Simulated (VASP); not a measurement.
# Pd (Im-3m) in VASP: a series of runs

Pd is run at these levels: r2SCAN; tasks: single point.

Everything below comes from runs of VASP 6.6.1. Logs are shortened: lines on timing, memory, paths and dates and some standing lists are left out, and cuts for length are marked.

## Step 1: The cell of the first run

The structure is cubic, space group Im-3m (No. 229). Conventional cell: a = 3.153 Å, b = 3.153 Å, c = 3.153 Å, α = 90.00°, β = 90.00°, γ = 90.00°. Pd (site symmetry m-3m) has 14 Pd at 2.73 to 3.15 Å within 3.6 Å.

This isn't the form of Pd at room conditions, which is fcc.

## Step 2: Single point, r2SCAN (15.67 Å³/atom)

Contents of POSCAR:

```
Pd
1.0
   -1.5762946951      1.5762946951      1.5762946951
    1.5762946951     -1.5762946951      1.5762946951
    1.5762946951      1.5762946951     -1.5762946951
Pd
1
Direct
    0.0000000000      0.0000000000      0.0000000000
```

Contents of INCAR.step1:

```
SYSTEM = Pd
PREC     = Accurate       ! precision mode
ENCUT    = 520            ! plane-wave cutoff, eV
ISMEAR   = -1             ! smearing method
SIGMA    = 0.1            ! smearing width, eV
LREAL    = .FALSE.        ! projectors in reciprocal space
LASPH    = .TRUE.         ! aspherical terms in the spheres
NELM     = 80             ! most SCF steps
NBANDS   = 11             ! bands
GGA      = PE             ! functional
ALGO     = Normal         ! electronic algorithm
EDIFF    = 1E-4           ! SCF threshold, eV
LWAVE    = .TRUE.         ! write WAVECAR
LCHARG   = .FALSE.        ! write CHGCAR
```

Contents of INCAR.step2:

```
SYSTEM = Pd
PREC     = Accurate       ! precision mode
ENCUT    = 520            ! plane-wave cutoff, eV
EDIFF    = 1E-6           ! SCF threshold, eV
ISMEAR   = -1             ! smearing method
SIGMA    = 0.1            ! smearing width, eV
LREAL    = .FALSE.        ! projectors in reciprocal space
LASPH    = .TRUE.         ! aspherical terms in the spheres
NELM     = 80             ! most SCF steps
ALGO     = Normal         ! electronic algorithm
ISIF     = 2              ! what is computed and relaxed
LWAVE    = .FALSE.        ! write WAVECAR
LCHARG   = .FALSE.        ! write CHGCAR
METAGGA  = R2SCAN         ! meta-GGA
LMIXTAU  = .TRUE.       
NBANDS   = 11             ! bands
ISTART   = 1
```

Contents of KPOINTS:

```
regular mesh
0
G
  16 16 16
  0 0 0
```

Potentials or basis: VASP PAW PBE potentials, release 64 (Pd).

On the command line:

```
> cat potpaw_PBE.64/Pd/POTCAR > POTCAR
> cp INCAR.step1 INCAR
> mpirun -np 1 vasp_std > vasp.out
> cp INCAR.step2 INCAR
> mpirun -np 1 vasp_std > vasp.out
```

OUTCAR:

```text
SYSTEM = Pd
   PREC = Accurate
   ENCUT = 520
   EDIFF = 1E-6
   ISMEAR = -1
   LREAL = .FALSE.
   LASPH = .TRUE.
   NELM = 80
   ISIF = 2
   METAGGA = R2SCAN
   ISTART = 1

 ion  position               nearest neighbor table
   1  0.000  0.000  0.000-

  LATTYP: Found a body centered cubic cell.
 ALAT       =     3.1525893902

  Lattice vectors:

 A1 = (  -1.5762946951,   1.5762946951,   1.5762946951)
 A2 = (   1.5762946951,  -1.5762946951,   1.5762946951)
 A3 = (   1.5762946951,   1.5762946951,  -1.5762946951)

Analysis of symmetry for initial positions (statically):
=====================================================================
 Subroutine PRICEL returns:
 Original cell was already a primitive cell.

 Routine SETGRP: Setting up the symmetry group for a
 body centered cubic supercell.

 Subroutine GETGRP returns: Found 48 space group operations
 (whereof 48 operations were pure point group operations)
 out of a pool of 48 trial point group operations.

The static configuration has the point symmetry O_h .

Analysis of symmetry for dynamics (positions and initial velocities):
=====================================================================
 Subroutine PRICEL returns:
 Original cell was already a primitive cell.

 Routine SETGRP: Setting up the symmetry group for a
 body centered cubic supercell.

 Subroutine GETGRP returns: Found 48 space group operations
 (whereof 48 operations were pure point group operations)
 out of a pool of 48 trial point group operations.

The dynamic configuration has the point symmetry O_h .

 Subroutine INISYM returns: Found 48 space group operations
 (whereof 48 operations are pure point group operations),
 and found     1 'primitive' translations

----------------------------------------------------------------------------------------

                                     Primitive cell

  volume of cell :      15.6665

  direct lattice vectors                    reciprocal lattice vectors
    -1.576294695  1.576294695  1.576294695     0.000000000  0.317199570  0.317199570
     1.576294695 -1.576294695  1.576294695     0.317199570  0.000000000  0.317199570
     1.576294695  1.576294695 -1.576294695     0.317199570  0.317199570  0.000000000

  length of vectors
     2.730222500  2.730222500  2.730222500     0.448587934  0.448587934  0.448587934

  position of ions in fractional coordinates (direct lattice)
     0.000000000  0.000000000  0.000000000

  ion indices of the primitive-cell ions
   primitive index   ion index
                 1           1

----------------------------------------------------------------------------------------

 KPOINTS: regular mesh

Automatic generation of k-mesh.
 Grid dimensions read from file:
 generate k-points for:   16   16   16

 Generating k-lattice:

  Cartesian coordinates                     Fractional coordinates (reciprocal lattice)
     0.000000000  0.019824973  0.019824973     0.062500000  0.000000000  0.000000000
     0.019824973  0.000000000  0.019824973     0.000000000  0.062500000  0.000000000
     0.019824973  0.019824973  0.000000000     0.000000000  0.000000000  0.062500000

  Length of vectors
     0.028036746  0.028036746  0.028036746

  Shift w.r.t. Gamma in fractional coordinates (k-lattice)
     0.000000000  0.000000000  0.000000000

 Subroutine IBZKPT returns following result:
 ===========================================

 Found    145 irreducible k-points:

 Following reciprocal coordinates:
            Coordinates               Weight
  0.000000  0.000000  0.000000      1.000000
  0.062500  0.000000  0.000000     12.000000
  0.125000  0.000000  0.000000     12.000000
  0.187500  0.000000  0.000000     12.000000
  0.250000  0.000000  0.000000     12.000000
  0.312500  0.000000  0.000000     12.000000
[... 16 lines left out ...]
  0.187500  0.187500  0.000000     24.000000
  0.250000  0.187500  0.000000     48.000000
 [... further k-points ...]
   k-points           NKPTS =    145   k-points in BZ     NKDIM =    145   number of bands    NBANDS=     11
   number of dos      NEDOS =    301   number of ions     NIONS =      1
   total plane-waves  NPLWV =   8000
   dimension x,y,z NGX =    20 NGY =   20 NGZ =   20
   dimension x,y,z NGXF=    40 NGYF=   40 NGZF=   40
   ions per type =               1
   NGX,Y,Z   is equivalent  to a cutoff of  12.18, 12.18, 12.18 a.u.
   NGXF,Y,Z  is equivalent  to a cutoff of  24.36, 24.36, 24.36 a.u.
 SYSTEM =  Pd
   PREC   = accura    normal or accurate (medium, high low for compatibility)
   ISTART =      1    job   : 0-new  1-cont  2-samecut
   ICHARG =      0    charge: 1-file 2-atom 10-const
   ISPIN  =      1    spin polarized calculation?
   LNONCOLLINEAR =      F non collinear calculations
   LSORBIT =      F    spin-orbit coupling
   LASPH  =      T    aspherical Exc in radial PAW
   ENCUT  =  520.0 eV  38.22 Ry    6.18 a.u.   5.08  5.08  5.08*2*pi/ulx,y,z
   NELM   =     80;   NELMIN=  2; NELMDL=  0     # of ELM steps
   EDIFF  = 0.1E-05   stopping-criterion for ELM
   LREAL  =      F    real-space projection
   EDIFFG = 0.1E-04   stopping-criterion for IOM
   NSW    =      0    number of steps for IOM
   IBRION =     -1    ionic relax: 0-MD 1-quasi-New 2-CG
   NFREE  =      0    steps in history (QN), initial steepest desc. (CG)
   ISIF   =      2    stress and relaxation
   ISYM   =      2    0-nonsym 1-usesym 2-fastsym
   POTIM  = 0.5000    time-step for ionic-motion
   TEBEG  =    0.0;   TEEND  =   0.0 temperature during run
   PSTRESS=    0.0 pullay stress
   NELECT =      10.0000    total number of electrons
   NUPDOWN=      -1.0000    fix difference up-down
   EMIN   =  10.00;   EMAX   =-10.00  energy-range for DOS
   EFERMI =   0.00;   METHOD = LEGACY
   ISMEAR =    -1;   SIGMA  =   0.10  broadening in eV -4-tet -1-fermi 0-gaus
   EFERMI_NEDOS =   21; number of points for ismear=-14 and -15
   IALGO  =     38    algorithm
   IMIX   =      4    mixing-type and parameters
     AMIX     =   0.40;   BMIX     =  1.00
     AMIX_MAG =   1.60;   BMIX_MAG =  1.00
  volume/ion in A,a.u.               =      15.67       105.72
  Fermi-wavevector in a.u.,A,eV,Ry     =   1.409562  2.663685 27.032928  1.986864
  Thomas-Fermi vector in A             =   2.531605
   LORBIT       =      0    0 simple, 1 ext, 2 COOP (PROOUT), +10 PAW based schemes
   METAGGA = R2SCAN    functional components
   LHFCALC =     F    Hartree Fock is set to
   AEXX    =    0.0000 exact exchange contribution
   IVDW    =     0    specifies the selected vdW correction
   LEPSILON=     F    determine dielectric tensor
   LRPA    =     F    only Hartree local field effects (RPA)
 non-spin polarized calculation
  energy-cutoff  :      520.00
  volume of cell :       15.67
 maximum number of plane-waves:       434
   NGX = 11   NGY = 11   NGZ = 11

 number of electron      10.0000003 magnetization

 Free energy of the ion-electron system (eV)
  ---------------------------------------------------
  ext. energy  EPLUGINS =         0.00000000
  ---------------------------------------------------
  free energy    TOTEN  =       -22.91492626 eV

  energy without entropy =      -22.87362729  energy(sigma->0) =      -22.89427678

 E-fermi :   8.6738     XC(G=0): -13.6696

 val. band max:        8.6584871463   @ k =  -0.3750   0.4375   0.1250
 cond. band min:       8.6852235329   @ k =   0.5000   0.5000   0.4375
 fundamental gap:      0.0267363865
 Fermi energy:         8.6738469527

 k-point     1 :       0.0000    0.0000    0.0000
  band No.  band energies     occupation
      1       1.9416      2.00000
      2       5.8693      2.00000
      3       5.8693      2.00000
      4       5.8693      2.00000
      5       7.6969      1.99989
      6       7.6969      1.99989
      7      28.8387      0.00000
      8      28.8387      0.00000
      9      28.8387      0.00000
     10      31.4646      0.00000
     11      36.9735      0.00000

 k-point     2 :       0.0625    0.0000    0.0000
  band No.  band energies     occupation
      1       2.0892      2.00000
      2       5.8218      2.00000
      3       5.8724      2.00000
      4       5.9710      2.00000
      5       7.6419      1.99993
      6       7.7003      1.99988
      7      28.7025      0.00000
      8      28.8504      0.00000
      9      29.0037      0.00000
     10      31.4604      0.00000
     11      35.4756      0.00000

 k-point     3 :       0.1250    0.0000    0.0000
  band No.  band energies     occupation
      1       2.5111      2.00000
      2       5.6891      2.00000
      3       5.8797      2.00000
      4       6.2685      2.00000
      5       7.5171      1.99998
      6       7.7121      1.99987
      7      28.0733      0.00000
      8      28.7183      0.00000
      9      29.4744      0.00000
     10      31.4429      0.00000
     11      34.1906      0.00000

 k-point     4 :       0.1875    0.0000    0.0000
  band No.  band energies     occupation
      1       3.1202      2.00000
      2       5.4964      2.00000
      3       5.9245      2.00000
      4       6.7374      2.00000
      5       7.4146      1.99999
      6       7.7349      1.99983
      7      26.5652      0.00000
      8      28.1017      0.00000
      9      30.1808      0.00000
     10      31.4194      0.00000
     11      33.5227      0.00000
[... 239 lines left out ...]
 k-point    22 :       0.4375    0.1250   -0.0000
  band No.  band energies     occupation
      1       3.9710      2.00000
      2       4.8509      2.00000
      3       7.3143      2.00000
      4       7.6036      1.99996
      5       8.5007      1.69919
      6      12.1004      0.00000
      7      16.5056      0.00000
      8      23.3251      0.00000
      9      25.9020      0.00000
     10      31.4626      0.00000
     11      33.1223      0.00000

 k-point    23 :       0.1875    0.1875    0.0000
  band No.  band energies     occupation
      1       4.3843      2.00000
      2       5.3248      2.00000
      3       5.6874      2.00000
      4       7.2935      2.00000
      5       7.9364      1.99875
      6       9.0349      0.05265
      7      23.3156      0.00000
      8      23.7071      0.00000
      9      28.0615      0.00000
     10      31.1962      0.00000
     11      31.4950      0.00000

 k-point    24 :       0.2500    0.1875    0.0000
  band No.  band energies     occupation
      1       4.4363      2.00000
      2       5.1606      2.00000
      3       6.0974      2.00000
      4       7.3926      1.99999
      5       8.0279      1.99687
      6      10.2855      0.00000
      7      20.9867      0.00000
      8      22.6925      0.00000
      9      27.1494      0.00000
     10      31.4801      0.00000
     11      31.7456      0.00000

 [... further k-points ...]

------------------------ aborting loop because EDIFF is reached ----------------------------------------

  FORCE on cell =-STRESS in cart. coord.  units (eV):
  Direction    XX          YY          ZZ          XY          YZ          ZX
  --------------------------------------------------------------------------------------
  -------------------------------------------------------------------------------------
  Total       -0.5721552     -0.5721552     -0.5721552      0.0000000      0.0000000     -0.0000000
  in kB      -58.5129814    -58.5129814    -58.5129814      0.0000000      0.0000000     -0.0000000
  external PRESSURE =     -58.5129814 kB  Pullay stress =       0.0000000 kB

 VOLUME and BASIS-vectors are now :
 -----------------------------------------------------------------------------
  energy-cutoff  :      520.00
  volume of cell :       15.67
      direct lattice vectors                 reciprocal lattice vectors
    -1.576294695  1.576294695  1.576294695     0.000000000  0.317199570  0.317199570
     1.576294695 -1.576294695  1.576294695     0.317199570  0.000000000  0.317199570
     1.576294695  1.576294695 -1.576294695     0.317199570  0.317199570  0.000000000

 POSITION                                       TOTAL-FORCE (eV/Angst)
 -----------------------------------------------------------------------------------
      0.00000      0.00000      0.00000         0.000000     -0.000000     -0.000000
 -----------------------------------------------------------------------------------
    total drift:                                0.000000     -0.000000      0.000000

  FREE ENERGIE OF THE ION-ELECTRON SYSTEM (eV)
  ---------------------------------------------------
  free  energy   TOTEN  =       -22.9149262650 eV

  energy  without entropy=      -22.8736272945  energy(sigma->0) =      -22.89427678
```

It took 91 s on 1 thread of Intel Xeon 8259CL, shared host; peak memory 0.14 GiB.

What came out:

```
Free energy            : -22.9149 eV
Pressure               : -5.9 GPa
Band gap on the k mesh : zero (bands 5 and 6 overlap by 1.61 eV)
```

Levels at points of the mesh, in eV from the Fermi level:
| k point | band 1 | band 2 | band 3 | band 4 | band 5 | band 6 | band 7 | band 8 | band 9 | band 10 |
| --- | --- | --- | --- | --- | --- | --- | --- | --- | --- | --- |
| (0.00, 0.00, 0.00) | -6.73 | -2.80 | -2.80 | -2.80 | -0.98 | -0.98 | 20.16 | 20.16 | 20.16 | 22.79 |
| (0.50, 0.00, 0.00) | -5.00 | -3.93 | -1.03 | -0.77 | 0.54 | 1.76 | 7.83 | 15.74 | 18.09 | 22.75 |
| (0.50, 0.50, 0.50) | -4.96 | -4.96 | 0.18 | 0.18 | 0.18 | 9.54 | 9.54 | 9.54 | 17.49 | 17.68 |

Caveat: the cell stands under tension; the PAW data sets were made with another functional, which shifts forces and pressure a little.

## Step 3: Single point, r2SCAN (16.27 Å³/atom)

This run uses another cell than the first one, of 16.27 Å³/atom.

Contents of POSCAR:

```
Pd
1.0
   -1.5962499110      1.5962499110      1.5962499110
    1.5962499110     -1.5962499110      1.5962499110
    1.5962499110      1.5962499110     -1.5962499110
Pd
1
Direct
    0.0000000000      0.0000000000      0.0000000000
```

Contents of INCAR.step1:

```
PREC = Accurate ; ENCUT = 520
ISMEAR = -1 ; SIGMA = 0.1
LREAL = F ; LASPH = T
NELM = 60 ; NBANDS = 11
GGA = PE ; ALGO = Normal
EDIFF = 1E-4 ; LWAVE = T
LCHARG = F
```

Contents of INCAR.step2:

```
PREC = Accurate ; ENCUT = 520
EDIFF = 1E-6 ; ISMEAR = -1
SIGMA = 0.1 ; LREAL = F
LASPH = T ; NELM = 60
ALGO = Normal ; ISIF = 2
LWAVE = F ; LCHARG = T
METAGGA = R2SCAN ; LMIXTAU = T
LELF = T ; LVHAR = T
NBANDS = 11 ; ISTART = 1
```

Contents of KPOINTS:

```
regular mesh
0
Gamma
  16 16 16
```

Potentials or basis: VASP PAW PBE potentials, release 64 (Pd).

On the command line:

```
> cat potpaw_PBE.64/Pd/POTCAR > POTCAR
> cp INCAR.step1 INCAR
> mpirun -np 1 vasp_std > vasp.out
> cp INCAR.step2 INCAR
> mpirun -np 1 vasp_std > vasp.out
```

Wall time 92 s (1 thread of Intel Xeon 8259CL, shared host); peak memory 0.16 GiB.

The run converged. Its results:

| Quantity | Value |
| --- | --- |
| Free energy | -22.8835 eV |
| Pressure | -10.8 GPa |
| Band gap on the k mesh | zero (bands 5 and 6 overlap by 1.51 eV) |

Levels at points of the mesh, in eV from the Fermi level:
```csv
k point,band 1,band 2,band 3,band 4,band 5,band 6,band 7,band 8,band 9,band 10
"(0.00, 0.00, 0.00)",-6.45,-2.64,-2.64,-2.64,-0.92,-0.92,20.05,20.05,20.05,22.94
"(0.50, 0.00, 0.00)",-4.71,-3.70,-0.98,-0.73,0.50,1.83,7.52,15.62,17.69,22.88
"(0.50, 0.50, 0.50)",-4.66,-4.66,0.16,0.16,0.16,9.39,9.39,9.39,16.85,17.24
```

Caveat: the cell stands under tension; the PAW data sets were made with another functional, which shifts forces and pressure a little.

The gap in the log of VASP goes by the Fermi energy; the results here count the filled bands.